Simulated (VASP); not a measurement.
Write the native input for VASP 6.6.1 that does the following.

| Item | Value |
| --- | --- |
| Task | single point |
| Functional | LDA |
| Potentials or basis | VASP PAW LDA potentials, release 64 (Y_sv, Tl_d) |
| Cutoff | 400 eV |
| k mesh | 6 × 6 × 6 |
| Occupations | methfessel-paxton, width 0.15 eV |
| Spin | no spin polarisation |
| Dipole correction | no |
| k mesh for the DOS | 9 × 9 × 9 |
| Occupations for the DOS | tetrahedron |
| Further INCAR settings | ALGO = Normal; EDIFF = 1e-06 |

The system is YTl.

```xyz
2
Lattice="3.7510 0.0000 0.0000 0.0000 3.7510 0.0000 0.0000 0.0000 3.7510" Properties=species:S:1:pos:R:3 pbc="T T T"
Y     1.8755    1.8755    1.8755
Tl    0.0000    0.0000    0.0000
```

The input as run:

POSCAR

```
YTl
1.0
    3.7510000000      0.0000000000      0.0000000000
    0.0000000000      3.7510000000      0.0000000000
    0.0000000000      0.0000000000      3.7510000000
Y Tl
1 1
Direct
    0.5000000000      0.5000000000      0.5000000000
    0.0000000000      0.0000000000      0.0000000000
```

INCAR.step1

```
ALGO = Normal
EDIFF = 1E-6
ENCUT = 400
GGA = CA
GGA_COMPAT = False
ISIF = 2
ISMEAR = 1
LASPH = True
LCHARG = True
LMAXMIX = 4
LORBIT = 11
LREAL = False
LWAVE = False
NBANDS = 19
NEDOS = 2001
NELM = 120
PREC = Accurate
SIGMA = 0.15
```

KPOINTS.step1

```
k-points
0
Gamma
  6 6 6
```

INCAR.step2

```
ALGO = Normal
EDIFF = 1E-6
ENCUT = 400
GGA = CA
GGA_COMPAT = False
ICHARG = 11
ISIF = 2
ISMEAR = -5
LASPH = True
LCHARG = False
LMAXMIX = 4
LORBIT = 10
LREAL = False
LWAVE = False
NEDOS = 1001
NELM = 120
PREC = Accurate
SIGMA = 0.15
```

KPOINTS.step2

```
k-points
0
Gamma
  9 9 9
```

Potentials or basis: VASP PAW LDA potentials, release 64 (Y_sv, Tl_d).

Command:

```console
$ cat potpaw_LDA.64/Y_sv/POTCAR potpaw_LDA.64/Tl_d/POTCAR > POTCAR
$ cp INCAR.step1 INCAR
$ cp KPOINTS.step1 KPOINTS
$ mpirun -np 1 vasp_std > vasp.out
$ cp INCAR.step2 INCAR
$ cp KPOINTS.step2 KPOINTS
$ mpirun -np 1 vasp_std > vasp.out
```

It gave:

The valence electrons inside the program's atomic spheres are Y 9.48; Tl 11.38.

Wall time 26 s on 1 thread of AMD EPYC 7R43 64-Core Processor (Zen 3), on a shared host, peak memory 0.11 GiB.
